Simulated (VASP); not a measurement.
Write the native input for VASP 6.6.1 that does the following.

```yaml
Task: single point
Functional: revPBE
Potentials_or_basis: VASP PAW PBE potentials, release 64 (Fe)
Cutoff: 520 eV
k_mesh: 17 × 17 × 17
Occupations: fermi-dirac, width 0.1 eV
Spin: no spin polarisation
Dipole_correction: no
Further_INCAR_settings: ALGO = Normal; EDIFF = 1e-06; NBANDS = 10
```

The structure of Fe lies in POSCAR:

```
Fe
1.0
    0.0000000000      1.7794436300      1.7794436300
    1.7794436300      0.0000000000      1.7794436300
    1.7794436300      1.7794436300      0.0000000000
Fe
1
Direct
    0.0000000000      0.0000000000      0.0000000000
```

This cell differs from its parent crystal: volume scaled by 1.08.

The input as run:

INCAR

```
  PREC = Accurate
  ENCUT = 520
  EDIFF = 1E-6
  ISMEAR = -1
  SIGMA = 0.1
  LREAL = F
  LASPH = T
  NELM = 80
  ALGO = Normal
  ISIF = 2
  LWAVE = F
  LCHARG = F
  GGA = RE
  NBANDS = 10
```

KPOINTS

```
Automatic mesh
0
Gamma
  17 17 17
```

Potentials or basis: VASP PAW PBE potentials, release 64 (Fe).

The run is started by

```console
$ cat potpaw_PBE.64/Fe/POTCAR > POTCAR
$ mpirun -np 1 vasp_std > vasp.out
```

Results of the run:

| Property | Result |
| --- | --- |
| Pressure | -17.4 GPa |
| Band gap on the k mesh | zero (band 4 reaches 6.93 eV, above the bottom of band 5 at 5.21 eV) |

Caveat: the PAW data sets were made with another functional, which shifts forces and pressure a little; the run has no spin polarisation, though such a crystal can be magnetic.

It took 8.7 s on 1 thread of Intel(R) Xeon(R) Platinum 8559C (Emerald Rapids) (shared host), peak memory 0.13 GiB.
